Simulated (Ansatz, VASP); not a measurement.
**BaTe: VASP beside Ansatz**

```
Ba Te
1.0
     0.00000    3.60166    3.60166
     3.60166    0.00000    3.60166
     3.60166    3.60166    0.00000
Ba Te
1 1
Cartesian
  0.0000 0.0000 0.0000
  3.6017 3.6017 3.6017
```

Alike in both runs: task single point; functional PBE; k mesh 6 × 6 × 6; no spin polarisation.

|  | VASP | Ansatz |
| --- | --- | --- |
| version | VASP 6.6.1 | Ansatz 0.2.0 |
| potentials or method | VASP PAW PBE potentials, release 64 (Ba_sv, Te) | plane waves, PAW |
| plane-wave cutoff (eV) | 520 | 420 |
| occupations | gaussian, width 0.01 eV | fixed |
| valence electrons in the cell | 16 | 26 |

```csv
,VASP,Ansatz,Ansatz less VASP
gap on the k mesh at the Fermi level (eV),1.69,1.75,+0.067
pressure (GPa),-1.2,-1.5,-0.24
```

VASP's potentials hold 16 valence electrons a cell and Ansatz's 26, so a difference there can come from the potentials and not from the codes.

Neither program's run includes spin-orbit coupling.
